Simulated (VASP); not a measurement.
Wanted: the native input for a VASP 6.6.1 run.

| Quantity | Value |
| --- | --- |
| Task | single point |
| Functional | r2SCAN |
| Potentials or basis | VASP PAW PBE potentials, release 64 (Ag) |
| Cutoff | 520 eV |
| k mesh | 20 × 20 × 20 |
| Occupations | gaussian, width 0.15 eV |
| Spin | no spin polarisation |
| Dipole correction | no |
| Further INCAR settings | ALGO = Normal; EDIFF = 1e-06; NBANDS = 12 |

The system is Ag.

```xyz
1
Lattice="0.0000 2.0227 2.0431 2.0431 0.0000 2.0431 2.0431 2.0227 0.0000" Properties=species:S:1:pos:R:3 pbc="T T T"
Ag    0.0000    0.0000    0.0000
```

This cell differs from its parent crystal: strain -0.0100 x Voigt [0, 1, 0, 0, 0, 0].

The input as run:

POSCAR

```
Ag
1.0
    0.0000000000      2.0226690000      2.0431000000
    2.0431000000      0.0000000000      2.0431000000
    2.0431000000      2.0226690000      0.0000000000
Ag
1
Direct
    0.0000000000      0.0000000000      0.0000000000
```

INCAR.step1

```
SYSTEM = Ag
PREC = Accurate
ENCUT = 520
ISMEAR = 0
SIGMA = 0.15
LREAL = .False.
LASPH = .True.
NELM = 100
NBANDS = 12
GGA = PE
ALGO = Normal
EDIFF = 1E-4
LWAVE = .True.
LCHARG = .False.
```

INCAR.step2

```
SYSTEM = Ag
PREC = Accurate
ENCUT = 520
EDIFF = 1E-6
ISMEAR = 0
SIGMA = 0.15
LREAL = .False.
LASPH = .True.
NELM = 100
ALGO = Normal
ISIF = 2
LWAVE = .False.
LCHARG = .False.
METAGGA = R2SCAN
LMIXTAU = .True.
NBANDS = 12
ISTART = 1
```

KPOINTS

```
Automatic mesh
0
Gamma
  20 20 20
  0 0 0
```

Potentials or basis: VASP PAW PBE potentials, release 64 (Ag).

Run with:

```console
$ cat potpaw_PBE.64/Ag/POTCAR > POTCAR
$ cp INCAR.step1 INCAR
$ mpirun -np 1 vasp_std > vasp.out
$ cp INCAR.step2 INCAR
$ mpirun -np 1 vasp_std > vasp.out
```

Results of the run:

The pressure is 2.7 GPa.

Caveat: the cell differs from its parent crystal (strain -0.0100 x Voigt [0, 1, 0, 0, 0, 0]); the PAW data sets were made with another functional, which shifts forces and pressure a little.

It took 3.1 min on 1 thread of Intel(R) Xeon(R) Platinum 8488C (Sapphire Rapids), on a shared host, peak memory 0.24 GiB.
